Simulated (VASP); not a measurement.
Input of a VASP 6.6.1 run:

The input INCAR:

```
PREC     = Accurate       # precision mode
ENCUT    = 520            # plane-wave cutoff, eV
EDIFF    = 1E-7           # SCF threshold, eV
ISMEAR   = 0              # smearing method
SIGMA    = 0.01           # smearing width, eV
LREAL    = F              # projectors in reciprocal space
LASPH    = T              # aspherical terms in the spheres
NELM     = 60             # most SCF steps
ALGO     = Normal         # electronic algorithm
ISIF     = 2              # what is computed and relaxed
LWAVE    = F              # write WAVECAR
LCHARG   = F              # write CHGCAR
GGA      = PE             # functional
NBANDS   = 25             # bands
```

KPOINTS

```
Automatic mesh
0
Gamma
  6 6 10
```

POSCAR

```
SiO2
1.0
    4.1851887975      0.0000000000      0.0000000000
    0.0000000000      4.1851887975      0.0000000000
    0.0000000000      0.0000000000      2.6688398905
Si O
2 4
Direct
    0.0000000000      0.0000000000      0.0000000000
    0.5000000000      0.5000000000      0.5000000000
    0.3061010089      0.3061010089      0.0000000000
    0.1938989911      0.8061010089      0.5000000000
    0.8061010089      0.1938989911      0.5000000000
    0.6938989911      0.6938989911      0.0000000000
```

Potentials or basis: VASP PAW PBE potentials, release 64 (Si, O).

The run is started by

```bash
$ cat potpaw_PBE.64/Si/POTCAR potpaw_PBE.64/O/POTCAR > POTCAR
$ mpirun -np 1 vasp_std > vasp.out
```

**Question.** What does it give for the largest force?

**Answer.** 0.100 eV/Å.

**Question.** What does it give for the pressure?

**Answer.** 9.8 GPa.

**Question.** Estimate the band gap on the k mesh.

**Answer.** 5.54 eV, direct.

Stress tensor (GPa, compression positive):
```
 9.13  0.00  0.00
 0.00  9.13  0.00
 0.00  0.00 11.00
```

A k mesh can miss the band edges. PBE gaps usually lie below the measured ones, often by a third to a half.
